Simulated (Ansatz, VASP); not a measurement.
**CoO: VASP beside Ansatz**

File INCAR:

```
  ALGO = Normal
  EDIFF = 1E-6
  ENCUT = 520
  GGA = PE
  ISIF = 2
  ISMEAR = -1
  ISPIN = 2
  LASPH = T
  LCHARG = T
  LELF = T
  LMAXMIX = 4
  LORBIT = 11
  LREAL = F
  LVHAR = T
  LWAVE = F
  MAGMOM = 2 0
  NBANDS = 18
  NELM = 150
  PREC = Accurate
  SIGMA = 0.05
```

Contents of KPOINTS:

```
k-points
0
Gamma
  16 16 16
```

The input POSCAR:

```
CoO
1.0
    0.0000000000      2.1385814474      2.1385814474
    2.1385814474      0.0000000000      2.1385814474
    2.1385814474      2.1385814474      0.0000000000
Co O
1 1
Direct
    0.0000000000      0.0000000000      0.0000000000
    0.5000000000      0.5000000000      0.5000000000
```

Input for Ansatz:

```yaml
crystal:
  lattice:
    - [0.0, 2.1385814474, 2.1385814474]
    - [2.1385814474, 0.0, 2.1385814474]
    - [2.1385814474, 2.1385814474, 0.0]
  atoms:
    - { symbol: Co, position: [0.0, 0.0, 0.0], spin: 2.0 }
    - { symbol: O, position: [0.5, 0.5, 0.5] }
magnetization:
  spin_polarized: true
kpoints:
  mp_grid: { grid: [16, 16, 16] }
  band_path:
    path:
      - [0.0, 0.0, 0.0]
      - [0.5, 0.0, 0.5]
      - [0.625, 0.25, 0.625]
      - [0.375, 0.375, 0.75]
      - [0.0, 0.0, 0.0]
      - [0.5, 0.5, 0.5]
      - [0.5, 0.25, 0.75]
      - [0.5, 0.0, 0.5]
    npoints: 5
scf:
  occupations: { method: fermi_dirac, width: 0.05 }
hamiltonian:
  xc: pbe
  pseudopotentials: { kind: all_electron, lapw: { basis_error: 0.0005 } }
output:
  forces: true
  stress: true
  eigenvalues: true
```

Change from the starting cell: volume scaled by 1.01.

Alike in both runs: task single point; functional PBE; k mesh 16 × 16 × 16; occupations fermi-dirac, width 0.05 eV; collinear spin.

|  | VASP | Ansatz |
| --- | --- | --- |
| version | VASP 6.6.1 | Ansatz 0.2.0 |
| potentials or method | VASP PAW PBE potentials, release 64 (Co, O), cutoff 520 eV | all-electron LAPW, scalar-relativistic |

```tsv
	VASP	Ansatz	Ansatz less VASP
pressure (GPa)	-3.9	-3.4	+0.51
net moment per atom (μB)	1.47	1.48	+0.012
size of the moment on the site where the two differ most (μB)	2.58	2.61	+0.035
```

Site moments also hang on the region over which each program counts them. Ansatz ran all-electron here, and VASP with PAW potentials.
